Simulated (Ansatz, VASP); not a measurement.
**Two plane-wave programs on Si2W**

```xyz
3
Lattice="-1.6069 1.6069 3.9150 1.6069 -1.6069 3.9150 1.6069 1.6069 -3.9150" Properties=species:S:1:pos:R:3 pbc="T T T"
W     0.0000    0.0000    0.0000
Si    0.0000    0.0000    5.2092
Si    0.0000    0.0000    2.6207
```

Alike in both runs: functional LDA; k mesh 7 × 7 × 7; occupations fermi-dirac, width 0.05 eV; no spin polarisation.

```csv
,VASP,Ansatz
version,VASP 6.6.1,Ansatz 0.2.0
potentials or method,"VASP PAW LDA potentials, release 64 (W_sv, Si)",Ansatz PAW
plane-wave cutoff (eV),520,420
valence electrons in the cell,22,22
task,single point,projected density of states
```

Ansatz gave:

| Property | Result |
| --- | --- |
| gap on the k mesh at the Fermi level (eV) | none |
| pressure (GPa) | -5.8 |
| traceless stress, the component that is largest in VASP (GPa) | -0.30 |
| rms of the force components (eV/Å) | 0.041 |

Problem. Estimate VASP's values.

Solution. gap on the k mesh at the Fermi level (eV): none; pressure (GPa): -5.0; traceless stress, the component that is largest in VASP (GPa): -0.26; rms of the force components (eV/Å): 0.036.

LDA's correlation is that of Perdew and Zunger in VASP and of Perdew and Wang (1992) in Ansatz. Atom by atom the forces differ by 0.006 eV/Å (rms over components). A gap of «none» marks a metal or a gap that the smearing closes.

The k mesh is coarse, so the values compare programs but aren't converged. Spin-orbit coupling is off throughout.
